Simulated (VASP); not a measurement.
# TiSi4Ni3 (Pmm2) in VASP: single point with PBE

Aim: the single point of TiSi4Ni3 with PBE.

Program: VASP 6.6.1. These are calculated values, not measurements. Logs are shortened: lines on timing, memory, paths and dates and some standing lists are left out, and cuts for length are marked.

## 1. The cell of the first run

It takes space group Pmm2 (No. 25, orthorhombic). The conventional cell has a = 3.727 Å, b = 5.809 Å, c = 4.754 Å, α = 90.00°, β = 90.00°, γ = 90.00°. Within 3.4 Å of Ti (site symmetry mm2) lie 8 Si at 2.58 to 2.84 Å and 6 Ni at 2.92 to 3.12 Å. Within 3.1 Å of Si (site symmetry m) lie 5 Ni at 2.38 to 2.95 Å and 3 Si at 2.40 to 2.71 Å and 2 Ti at 2.58 Å. Within 3.1 Å of Si (site symmetry m) lie 5 Ni at 2.33 to 2.41 Å and 2 Ti at 2.67 to 2.84 Å and 4 Si at 2.71 to 3.04 Å. Ni (site symmetry mm2) has 6 Si at 2.33 to 2.42 Å and 2 Ti at 2.92 Å and 2 Ni at 2.92 Å within 3.1 Å. Ni (site symmetry mm2) has 6 Si at 2.37 to 2.43 Å and 2 Ni at 2.53 Å and 2 Ti at 2.94 Å within 3.1 Å. Ni (site symmetry mm2) has 8 Si at 2.38 to 2.95 Å and 4 Ni at 2.53 to 2.92 Å within 3.1 Å.

## 2. Single point, PBE

File INCAR:

```
ALGO     = Normal         # electronic algorithm
EDIFF    = 1E-6           # SCF threshold, eV
ENCUT    = 520            # plane-wave cutoff, eV
GGA      = PE             # functional
ISIF     = 2              # what is computed and relaxed
ISMEAR   = 0              # smearing method
LASPH    = T              # aspherical terms in the spheres
LCHARG   = F              # write CHGCAR
LREAL    = F              # projectors in reciprocal space
LWAVE    = F              # write WAVECAR
NBANDS   = 39             # bands
NELM     = 80             # most SCF steps
PREC     = Accurate       # precision mode
SIGMA    = 0.1            # smearing width, eV
```

File KPOINTS:

```
k-points
0
Gamma
  10 8 8
```

File POSCAR:

```
TiSi4Ni3
1.0
    3.7270677317      0.0000000000      0.0000000000
    0.0000000000      5.8087494570      0.0000000000
    0.0000000000      0.0000000000      4.7543946892
Ti Si Ni
1 4 3
Direct
    0.5000000000      0.5000000000      0.5277648590
    0.0000000000      0.7934714590      0.6391618355
    0.0000000000      0.2065285410      0.6391618355
    0.5000000000      0.2613878095      0.0483851118
    0.5000000000      0.7386121905      0.0483851118
    0.0000000000      0.5000000000      1.0013133031
    0.5000000000      0.0000000000      0.4301506106
    0.0000000000      0.0000000000      0.0716773329
```

Potentials or basis: VASP PAW PBE potentials, release 64 (Ti_sv, Si, Ni).

Run with:

```
$ cat potpaw_PBE.64/Ti_sv/POTCAR potpaw_PBE.64/Si/POTCAR potpaw_PBE.64/Ni/POTCAR > POTCAR
$ mpirun -np 1 vasp_std > vasp.out
```

OUTCAR:

```text
EDIFF = 1E-6
   ENCUT = 520
   GGA = PE
   ISIF = 2
   ISMEAR = 0
   LASPH = T
   LREAL = F
   NELM = 80
   PREC = Accurate

 ion  position               nearest neighbor table
   1  0.500  0.500  0.528-   2 2.58   3 2.58   2 2.58   3 2.58   4 2.67   5 2.67   4 2.84   5 2.84
                             6 2.92   6 2.92   7 2.94   7 2.94
   2  0.000  0.793  0.639-   8 2.38   3 2.40   6 2.42   7 2.43   7 2.43   1 2.58   1 2.58   5 2.71
                             5 2.71   8 2.95
   3  0.000  0.207  0.639-   8 2.38   2 2.40   6 2.42   7 2.43   7 2.43   1 2.58   1 2.58   4 2.71
                             4 2.71   8 2.95
   4  0.500  0.261  0.048-   6 2.33   6 2.33   7 2.37   8 2.41   8 2.41   1 2.67   3 2.71   3 2.71
                             5 2.77   1 2.84   5 3.04
   5  0.500  0.739  0.048-   6 2.33   6 2.33   7 2.37   8 2.41   8 2.41   1 2.67   2 2.71   2 2.71
                             4 2.77   1 2.84   4 3.04
   6  0.000  0.500  0.001-   4 2.33   5 2.33   4 2.33   5 2.33   2 2.42   3 2.42   1 2.92   1 2.92
                             8 2.92   8 2.92
   7  0.500  0.000  0.430-   4 2.37   5 2.37   2 2.43   3 2.43   2 2.43   3 2.43   8 2.53   8 2.53
                             1 2.94   1 2.94
   8  0.000  0.000  0.072-   2 2.38   3 2.38   4 2.41   5 2.41   4 2.41   5 2.41   7 2.53   7 2.53
                             6 2.92   6 2.92   2 2.95   3 2.95

  LATTYP: Found a simple orthorhombic cell.
 ALAT       =     3.7270677317
 B/A-ratio  =     1.2756394655
 C/A-ratio  =     1.5585306936

  Lattice vectors:

 A1 = (  -3.7270677317,   0.0000000000,   0.0000000000)
 A2 = (   0.0000000000,   0.0000000000,   4.7543946892)
 A3 = (   0.0000000000,   5.8087494570,   0.0000000000)

Analysis of symmetry for initial positions (statically):
=====================================================================
 Subroutine PRICEL returns:
 Original cell was already a primitive cell.

 Routine SETGRP: Setting up the symmetry group for a
 simple orthorhombic supercell.

 Subroutine GETGRP returns: Found  4 space group operations
 (whereof  4 operations were pure point group operations)
 out of a pool of  8 trial point group operations.

The static configuration has the point symmetry C_2v.

Analysis of symmetry for dynamics (positions and initial velocities):
=====================================================================
 Subroutine PRICEL returns:
 Original cell was already a primitive cell.

 Routine SETGRP: Setting up the symmetry group for a
 simple orthorhombic supercell.

 Subroutine GETGRP returns: Found  4 space group operations
 (whereof  4 operations were pure point group operations)
 out of a pool of  8 trial point group operations.

[... 117 lines left out ...]
   NFREE  =      0    steps in history (QN), initial steepest desc. (CG)
   ISIF   =      2    stress and relaxation
   ISYM   =      2    0-nonsym 1-usesym 2-fastsym
   POTIM  = 0.5000    time-step for ionic-motion
   TEBEG  =    0.0;   TEEND  =   0.0 temperature during run
   PSTRESS=    0.0 pullay stress
   NELECT =      58.0000    total number of electrons
   NUPDOWN=      -1.0000    fix difference up-down
   EMIN   =  10.00;   EMAX   =-10.00  energy-range for DOS
   EFERMI =   0.00;   METHOD = LEGACY
   ISMEAR =     0;   SIGMA  =   0.10  broadening in eV -4-tet -1-fermi 0-gaus
   EFERMI_NEDOS =   21; number of points for ismear=-14 and -15
   IALGO  =     38    algorithm
   IMIX   =      4    mixing-type and parameters
     AMIX     =   0.40;   BMIX     =  1.00
     AMIX_MAG =   1.60;   BMIX_MAG =  1.00
  volume/ion in A,a.u.               =      12.87        86.83
  Fermi-wavevector in a.u.,A,eV,Ry     =   1.352184  2.555257 24.876912  1.828401
  Thomas-Fermi vector in A             =   2.479544
   LORBIT       =      0    0 simple, 1 ext, 2 COOP (PROOUT), +10 PAW based schemes
   GGA     = PE    functional components
   LHFCALC =     F    Hartree Fock is set to
   AEXX    =    0.0000 exact exchange contribution
   IVDW    =     0    specifies the selected vdW correction
   LEPSILON=     F    determine dielectric tensor
   LRPA    =     F    only Hartree local field effects (RPA)
 non-spin polarized calculation
 Gauss-broadening in eV      SIGMA  =   0.10
  energy-cutoff  :      520.00
  volume of cell :      102.93
 maximum number of plane-waves:      2798
 NGX is ok and might be reduce to    28
   NGX = 13   NGY = 21   NGZ = 17

 number of electron      57.9999967 magnetization

 Free energy of the ion-electron system (eV)
  ---------------------------------------------------
  ext. energy  EPLUGINS =         0.00000000
  ---------------------------------------------------
  free energy    TOTEN  =       -49.02321786 eV

  energy without entropy =      -49.00893942  energy(sigma->0) =      -49.01607864

 E-fermi :  10.1672     XC(G=0): -12.0188

 val. band max:       10.1644497265   @ k =   0.1000   0.0000   0.1250
 cond. band min:      10.1705097891   @ k =   0.5000   0.2500   0.0000
 fundamental gap:      0.0060600626
 Fermi energy:        10.1671832916

 k-point     1 :       0.0000    0.0000    0.0000
  band No.  band energies     occupation
      1     -46.5119      2.00000
      2     -22.8750      2.00000
      3     -22.8252      2.00000
      4     -22.7397      2.00000
      5      -2.5954      2.00000
      6       0.9993      2.00000
[... 997 lines left out ...]
     38      13.7011      0.00000
     39      13.8979      0.00000

 [... further k-points ...]
[... 5 lines left out ...]
  --------------------------------------------------------------------------------------
  -------------------------------------------------------------------------------------
  Total        0.0366930     -0.0241645     -0.0491761      0.0000000      0.0000000      0.0000000
  in kB        0.5711487     -0.3761342     -0.7654552      0.0000000      0.0000000      0.0000000
  external PRESSURE =      -0.1901469 kB  Pullay stress =       0.0000000 kB

 VOLUME and BASIS-vectors are now :
 -----------------------------------------------------------------------------
  energy-cutoff  :      520.00
  volume of cell :      102.93
      direct lattice vectors                 reciprocal lattice vectors
     3.727067732  0.000000000  0.000000000     0.268307440  0.000000000  0.000000000
     0.000000000  5.808749457  0.000000000     0.000000000  0.172154094  0.000000000
     0.000000000  0.000000000  4.754394689     0.000000000  0.000000000  0.210331717

 POSITION                                       TOTAL-FORCE (eV/Angst)
 -----------------------------------------------------------------------------------
      1.86353      2.90437      2.50920         0.000000      0.000000     -0.002441
      0.00000      4.60908      3.03883         0.000000     -0.001225      0.000424
      0.00000      1.19967      3.03883         0.000000      0.001225      0.000424
      1.86353      1.51834      0.23004         0.000000      0.004184     -0.010357
      1.86353      4.29041      0.23004        -0.000000     -0.004184     -0.010357
      0.00000      2.90437      0.00624         0.000000      0.000000      0.001338
      1.86353      0.00000      2.04511         0.000000      0.000000      0.006691
      0.00000      0.00000      0.34078         0.000000      0.000000      0.014278
 -----------------------------------------------------------------------------------
    total drift:                                0.000000      0.000000     -0.000050

  FREE ENERGIE OF THE ION-ELECTRON SYSTEM (eV)
  ---------------------------------------------------
  free  energy   TOTEN  =       -49.0232178616 eV

  energy  without entropy=      -49.0089394205  energy(sigma->0) =      -49.01607864
```

OSZICAR:

```text
N       E                     dE             d eps       ncg     rms          rms(c)
DAV:   1     0.463275925881E+03    0.46328E+03   -0.24998E+04 11700   0.169E+03
DAV:   2    -0.637505537506E+01   -0.46965E+03   -0.45437E+03 11707   0.419E+02
DAV:   3    -0.524414084300E+02   -0.46066E+02   -0.44281E+02 15734   0.137E+02
[... 11 lines left out ...]
DAV:  15    -0.490233205187E+02   -0.61968E-04   -0.14106E-03 17082   0.349E-01    0.115E-01
DAV:  16    -0.490232178668E+02    0.10265E-03   -0.56931E-04 17504   0.315E-01    0.219E-02
DAV:  17    -0.490232198687E+02   -0.20019E-05   -0.47532E-05 14619   0.615E-02    0.159E-02
DAV:  18    -0.490232178525E+02    0.20161E-05   -0.72700E-06 15746   0.278E-02    0.551E-03
DAV:  19    -0.490232178616E+02   -0.90704E-08   -0.11090E-06  7573   0.123E-02
   1 F= -.49023218E+02 E0= -.49016079E+02  d E =-.142784E-01
```

stdout:

```text
POSCAR found type information on POSCAR TiSiNi
 POSCAR found :  3 types and       8 ions
 scaLAPACK will be used
 LDA part: xc-table for (Slater+PW92), standard interpolation
 POSCAR, INCAR and KPOINTS ok, starting setup
 FFT: planning ... GRIDC
 FFT: planning ... GRID_SOFT
 FFT: planning ... GRID
 WAVECAR not read
 entering main loop
```

Wall time 9.3 min (1 thread of Intel Xeon Platinum 8488C (Sapphire Rapids), shared host); peak memory 0.59 GiB.

What came out:

| Quantity | Value |
| --- | --- |
| Free energy | -49.0232 eV |
| Pressure | 0.0 GPa |
| Largest force | 0.014 eV/Å |
| Band gap on the k mesh | zero (band 29 reaches 10.90 eV, above the bottom of band 30 at 9.60 eV) |

Forces in eV/Å, atoms in the order of the input:
```
Ti   0.000  0.000 -0.002
Si   0.000 -0.001  0.000
Si   0.000  0.001  0.000
Si   0.000  0.004 -0.010
Si   0.000 -0.004 -0.010
Ni   0.000  0.000  0.001
Ni   0.000  0.000  0.007
Ni   0.000  0.000  0.014
```

Stress tensor (GPa, compression positive):
```
 0.06  0.00  0.00
 0.00 -0.04  0.00
 0.00  0.00 -0.08
```
